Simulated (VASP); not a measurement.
# Cu (I4/mmm) in VASP: further runs

Cu is run at these levels: LDA; tasks: single point.

Everything below comes from runs of VASP 6.6.1. Logs are shortened: lines on timing, memory, paths and dates and some standing lists are left out, and cuts for length are marked.

**1. The cell of the first run**

The typed cell holds 1 atom: a = 2.469 Å, b = 2.469 Å, c = 2.469 Å, α = 109.41°, β = 109.41°, γ = 109.58°.

This isn't the form of Cu at room conditions, which is fcc.

**2. Single point, LDA (11.58 Å³/atom)**

File INCAR:

```
ALGO = Fast ; EDIFF = 1E-7
ENCUT = 520 ; GGA = CA
ISIF = 2 ; ISMEAR = 0
LASPH = True ; LCHARG = True
LELF = True ; LREAL = False
LVHAR = True ; LWAVE = False
NBANDS = 12 ; NELM = 100
PREC = Accurate ; SIGMA = 0.15
```

File KPOINTS:

```
k-points
0
Gamma
  24 24 24
```

File POSCAR:

```
Cu
1.0
   -1.4264274072      1.4264274072      1.4234319096
    1.4264274072     -1.4264274072      1.4234319096
    1.4264274072      1.4264274072     -1.4234319096
Cu
1
Direct
    0.0000000000      0.0000000000      0.0000000000
```

Potentials or basis: VASP PAW LDA potentials, release 64 (Cu).

On the command line:

```bash
cat potpaw_LDA.64/Cu/POTCAR > POTCAR
mpirun -np 1 vasp_std > vasp.out
```

OUTCAR:

```text
EDIFF = 1E-7
   ENCUT = 520
   GGA = CA
   ISIF = 2
   ISMEAR = 0
   LASPH = True
   LREAL = False
   NELM = 100
   PREC = Accurate

 ion  position               nearest neighbor table
   1  0.000  0.000  0.000-

  LATTYP: Found a body centered tetragonal cell.
 ALAT       =     2.8528548144
 C/A-ratio  =     0.9979000000

  Lattice vectors:

 A1 = (  -1.4264274072,   1.4264274072,   1.4234319096)
 A2 = (   1.4264274072,  -1.4264274072,   1.4234319096)
 A3 = (   1.4264274072,   1.4264274072,  -1.4234319096)

Analysis of symmetry for initial positions (statically):
=====================================================================
 Subroutine PRICEL returns:
 Original cell was already a primitive cell.

 Routine SETGRP: Setting up the symmetry group for a
 body centered tetragonal supercell.

 Subroutine GETGRP returns: Found 16 space group operations
 (whereof 16 operations were pure point group operations)
 out of a pool of 16 trial point group operations.

The static configuration has the point symmetry D_4h.

Analysis of symmetry for dynamics (positions and initial velocities):
=====================================================================
 Subroutine PRICEL returns:
 Original cell was already a primitive cell.

 Routine SETGRP: Setting up the symmetry group for a
 body centered tetragonal supercell.

 Subroutine GETGRP returns: Found 16 space group operations
 (whereof 16 operations were pure point group operations)
 out of a pool of 16 trial point group operations.

The dynamic configuration has the point symmetry D_4h.

 Subroutine INISYM returns: Found 16 space group operations
 (whereof 16 operations are pure point group operations),
 and found     1 'primitive' translations

----------------------------------------------------------------------------------------

                                     Primitive cell

  volume of cell :      11.5850

  direct lattice vectors                    reciprocal lattice vectors
    -1.426427407  1.426427407  1.423431910     0.000000000  0.350526075  0.351263729
     1.426427407 -1.426427407  1.423431910     0.350526075  0.000000000  0.351263729
     1.426427407  1.426427407 -1.423431910     0.350526075  0.350526075  0.000000000

  length of vectors
     2.468916503  2.468916503  2.468916503     0.496240603  0.496240603  0.495718729

  position of ions in fractional coordinates (direct lattice)
     0.000000000  0.000000000  0.000000000

  ion indices of the primitive-cell ions
   primitive index   ion index
                 1           1

----------------------------------------------------------------------------------------

 KPOINTS: k-points

Automatic generation of k-mesh.
 Grid dimensions read from file:
 generate k-points for:   24   24   24

 Generating k-lattice:

  Cartesian coordinates                     Fractional coordinates (reciprocal lattice)
     0.000000000  0.014605253  0.014635989     0.041666667  0.000000000  0.000000000
     0.014605253  0.000000000  0.014635989     0.000000000  0.041666667  0.000000000
     0.014605253  0.014605253  0.000000000     0.000000000  0.000000000  0.041666667

  Length of vectors
     0.020676692  0.020676692  0.020654947

  Shift w.r.t. Gamma in fractional coordinates (k-lattice)
     0.000000000  0.000000000  0.000000000

 Subroutine IBZKPT returns following result:
 ===========================================

 Found   1063 irreducible k-points:

 Following reciprocal coordinates:
            Coordinates               Weight
  0.000000  0.000000  0.000000      1.000000
  0.041667 -0.000000  0.000000      8.000000
  0.083333  0.000000  0.000000      8.000000
  0.125000  0.000000  0.000000      8.000000
  0.166667 -0.000000  0.000000      8.000000
  0.208333  0.000000  0.000000      8.000000
[... 16 lines left out ...]
  0.416667  0.041667  0.000000     16.000000
  0.458333  0.041667  0.000000     16.000000
 [... further k-points ...]
   k-points           NKPTS =   1063   k-points in BZ     NKDIM =   1063   number of bands    NBANDS=     12
   number of dos      NEDOS =    301   number of ions     NIONS =      1
   total plane-waves  NPLWV =   5832
   dimension x,y,z NGX =    18 NGY =   18 NGZ =   18
   dimension x,y,z NGXF=    36 NGYF=   36 NGZF=   36
   ions per type =               1
   NGX,Y,Z   is equivalent  to a cutoff of  12.12, 12.12, 12.12 a.u.
   NGXF,Y,Z  is equivalent  to a cutoff of  24.24, 24.24, 24.24 a.u.
 SYSTEM =  unknown system
   PREC   = accura    normal or accurate (medium, high low for compatibility)
   ISTART =      0    job   : 0-new  1-cont  2-samecut
   ICHARG =      2    charge: 1-file 2-atom 10-const
   ISPIN  =      1    spin polarized calculation?
   LNONCOLLINEAR =      F non collinear calculations
   LSORBIT =      F    spin-orbit coupling
   LASPH  =      T    aspherical Exc in radial PAW
   ENCUT  =  520.0 eV  38.22 Ry    6.18 a.u.   4.59  4.59  4.59*2*pi/ulx,y,z
   NELM   =    100;   NELMIN=  2; NELMDL= -5     # of ELM steps
   EDIFF  = 0.1E-06   stopping-criterion for ELM
   LREAL  =      F    real-space projection
   EDIFFG = 0.1E-05   stopping-criterion for IOM
   NSW    =      0    number of steps for IOM
   IBRION =     -1    ionic relax: 0-MD 1-quasi-New 2-CG
   NFREE  =      0    steps in history (QN), initial steepest desc. (CG)
   ISIF   =      2    stress and relaxation
   ISYM   =      2    0-nonsym 1-usesym 2-fastsym
   POTIM  = 0.5000    time-step for ionic-motion
   TEBEG  =    0.0;   TEEND  =   0.0 temperature during run
   PSTRESS=    0.0 pullay stress
   NELECT =      11.0000    total number of electrons
   NUPDOWN=      -1.0000    fix difference up-down
   EMIN   =  10.00;   EMAX   =-10.00  energy-range for DOS
   EFERMI =   0.00;   METHOD = LEGACY
   ISMEAR =     0;   SIGMA  =   0.15  broadening in eV -4-tet -1-fermi 0-gaus
   EFERMI_NEDOS =   21; number of points for ismear=-14 and -15
   IALGO  =     68    algorithm
   IMIX   =      4    mixing-type and parameters
     AMIX     =   0.40;   BMIX     =  1.00
     AMIX_MAG =   1.60;   BMIX_MAG =  1.00
  volume/ion in A,a.u.               =      11.58        78.18
  Fermi-wavevector in a.u.,A,eV,Ry     =   1.609065  3.040693 35.226731  2.589092
  Thomas-Fermi vector in A             =   2.704835
   LORBIT       =      0    0 simple, 1 ext, 2 COOP (PROOUT), +10 PAW based schemes
   GGA     = CA    functional components
   LHFCALC =     F    Hartree Fock is set to
   AEXX    =    0.0000 exact exchange contribution
   IVDW    =     0    specifies the selected vdW correction
   LEPSILON=     F    determine dielectric tensor
   LRPA    =     F    only Hartree local field effects (RPA)
 non-spin polarized calculation
 RMM-DIIS sequential band-by-band and
 Gauss-broadening in eV      SIGMA  =   0.15
  energy-cutoff  :      520.00
  volume of cell :       11.58
 maximum number of plane-waves:       328
   NGX =  9   NGY =  9   NGZ =  9

 number of electron      10.9999979 magnetization

 Free energy of the ion-electron system (eV)
  ---------------------------------------------------
  ext. energy  EPLUGINS =         0.00000000
  ---------------------------------------------------
  free energy    TOTEN  =        -4.65217799 eV

  energy without entropy =       -4.64755249  energy(sigma->0) =       -4.64986524

 E-fermi :   7.5768     XC(G=0): -13.2173

 val. band max:        7.5763175568   @ k =   0.5000   0.3333   0.0417
 cond. band min:       7.5776337123   @ k =   0.2500   0.1250   0.1250
 fundamental gap:      0.0013161555
 Fermi energy:         7.5767570991

 k-point     1 :       0.0000    0.0000    0.0000
  band No.  band energies     occupation
      1      -1.9078      2.00000
      2       4.3610      2.00000
      3       4.3693      2.00000
      4       4.3693      2.00000
      5       5.4244      2.00000
      6       5.4332      2.00000
      7      32.8910      0.00000
      8      32.8910      0.00000
      9      32.9381      0.00000
     10      36.2276      0.00000
     11      36.2708      0.00000
     12      36.3620      0.00000

 k-point     2 :       0.0417   -0.0000    0.0000
  band No.  band energies     occupation
      1      -1.8397      2.00000
      2       4.3517      2.00000
      3       4.3690      2.00000
      4       4.3923      2.00000
      5       5.4167      2.00000
      6       5.4289      2.00000
      7      32.1147      0.00000
      8      32.7084      0.00000
      9      32.7348      0.00000
     10      35.2199      0.00000
     11      35.2514      0.00000
     12      35.4395      0.00000

 k-point     3 :       0.0833    0.0000    0.0000
  band No.  band energies     occupation
      1      -1.6369      2.00000
      2       4.3139      2.00000
      3       4.3663      2.00000
      4       4.4710      2.00000
      5       5.3824      2.00000
      6       5.4311      2.00000
      7      30.2408      0.00000
      8      32.0875      0.00000
      9      32.2680      0.00000
     10      33.7918      0.00000
     11      34.4216      0.00000
     12      34.9959      0.00000
[... 286 lines left out ...]
 k-point    23 :       0.4167    0.0417    0.0000
  band No.  band energies     occupation
      1       2.3763      2.00000
      2       3.6626      2.00000
      3       5.3387      2.00000
      4       5.4640      2.00000
      5       5.8673      2.00000
      6       6.6250      2.00000
      7      13.1040      0.00000
      8      24.6627      0.00000
      9      25.3891      0.00000
     10      29.7583      0.00000
     11      32.6227      0.00000
     12      40.8986      0.00000

 k-point    24 :       0.4583    0.0417    0.0000
  band No.  band energies     occupation
      1       2.4299      2.00000
      2       3.6390      2.00000
      3       5.3757      2.00000
      4       5.4799      2.00000
      5       6.0111      2.00000
      6       7.1411      1.99996
      7      12.1607      0.00000
      8      24.4887      0.00000
      9      25.2059      0.00000
     10      29.6910      0.00000
     11      32.6030      0.00000
     12      41.2574      0.00000

 [... further k-points ...]

------------------------ aborting loop because EDIFF is reached ----------------------------------------

  FORCE on cell =-STRESS in cart. coord.  units (eV):
  Direction    XX          YY          ZZ          XY          YZ          ZX
  --------------------------------------------------------------------------------------
  -------------------------------------------------------------------------------------
  Total       -0.6110143     -0.6110143     -0.6127250      0.0000000     -0.0000000      0.0000000
  in kB      -84.5017890    -84.5017890    -84.7383760      0.0000000     -0.0000000      0.0000000
  external PRESSURE =     -84.5806513 kB  Pullay stress =       0.0000000 kB

 VOLUME and BASIS-vectors are now :
 -----------------------------------------------------------------------------
  energy-cutoff  :      520.00
  volume of cell :       11.58
      direct lattice vectors                 reciprocal lattice vectors
    -1.426427407  1.426427407  1.423431910     0.000000000  0.350526075  0.351263729
     1.426427407 -1.426427407  1.423431910     0.350526075  0.000000000  0.351263729
     1.426427407  1.426427407 -1.423431910     0.350526075  0.350526075  0.000000000

 POSITION                                       TOTAL-FORCE (eV/Angst)
 -----------------------------------------------------------------------------------
      0.00000      0.00000      0.00000        -0.000000     -0.000000      0.000000
 -----------------------------------------------------------------------------------
    total drift:                                0.000000     -0.000000      0.000000

  FREE ENERGIE OF THE ION-ELECTRON SYSTEM (eV)
  ---------------------------------------------------
  free  energy   TOTEN  =        -4.6521779910 eV

  energy  without entropy=       -4.6475524863  energy(sigma->0) =       -4.64986524
```

Run time: 73 s. Hardware: 1 thread of AMD EPYC 9R45 (Zen 5), shared host; peak memory 0.21 GiB.

Results:

| Property | Result |
| --- | --- |
| Free energy | -4.6522 eV |
| Pressure | -8.5 GPa |
| Band gap on the k mesh | zero (an odd number of electrons rules out a gap without spin polarisation) |

Levels at points of the mesh, in eV from the Fermi level:
```tsv
k point	band 3	band 4	band 5	band 6	band 7	band 8	band 9	band 10
(0.00, 0.00, 0.00)	-3.21	-3.21	-2.15	-2.14	25.31	25.31	25.36	28.65
(0.50, 0.00, 0.00)	-2.19	-2.04	-1.40	-0.61	4.43	17.62	17.65	21.62
(0.50, 0.50, 0.00)	-2.20	-2.04	-1.40	-0.62	4.41	17.68	17.71	21.67
(0.50, 0.50, 0.50)	-1.58	-1.58	-1.57	8.20	8.20	8.28	13.84	13.88
```

Caveat: the cell stands under tension.

(Continued in part 2 of 3.)
